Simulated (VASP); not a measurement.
# Si2Ni: single point with r2SCAN

Crystal: Si2Ni.

```
Ni Si
1.0
     0.00000    2.70300    2.70300
     2.70300    0.00000    2.70300
     2.70300    2.70300    0.00000
Ni Si
1 2
Cartesian
  0.0000 0.0000 0.0000
  4.0545 4.0545 4.0545
  1.3515 1.3515 1.3515
```

```yaml
Program: VASP 6.6.1
Task: single point
Functional: r2SCAN
Potentials_or_basis: VASP PAW PBE potentials, release 64 (Ni, Si)
Cutoff: 520 eV
k_mesh: 5 × 5 × 5
Occupations: fermi-dirac, width 0.05 eV
Spin: collinear spin, ferromagnetic start
Starting_moments: "[1.0, 0.0, 0.0] μB"
```

```json
{
  "Pressure": "-1.2 GPa",
  "Band gap on the k mesh": "zero (filled and empty bands overlap)",
  "Net moment": "0.00 μB per cell",
  "Valence electrons inside the program's atomic spheres": "Ni 9.87; Si 1.59"
}
```

Levels at points of the mesh, in eV from the Fermi level:
Spin up:
```
           k point  band 6  band 7  band 8  band 9  band 10  band 11  band 12  band 13
(0.00, 0.00, 0.00)   -3.85   -0.03    1.64    1.64     1.64     2.23     2.23     2.23
```
Spin down:
```tsv
k point	band 5	band 6	band 7	band 8	band 9	band 10	band 11	band 12	band 13	band 14
(0.00, 0.00, 0.00)	-3.85	-3.85	-0.03	1.64	1.64	1.64	2.23	2.23	2.23	5.01
```

Run time: 30 s on 1 thread of Intel(R) Xeon(R) 6975P-C (Granite Rapids) (shared host), peak memory 0.18 GiB.

Caveat: the k points lie up to 0.40 Å⁻¹ apart; the PAW data sets were made with another functional, which shifts forces and pressure a little.
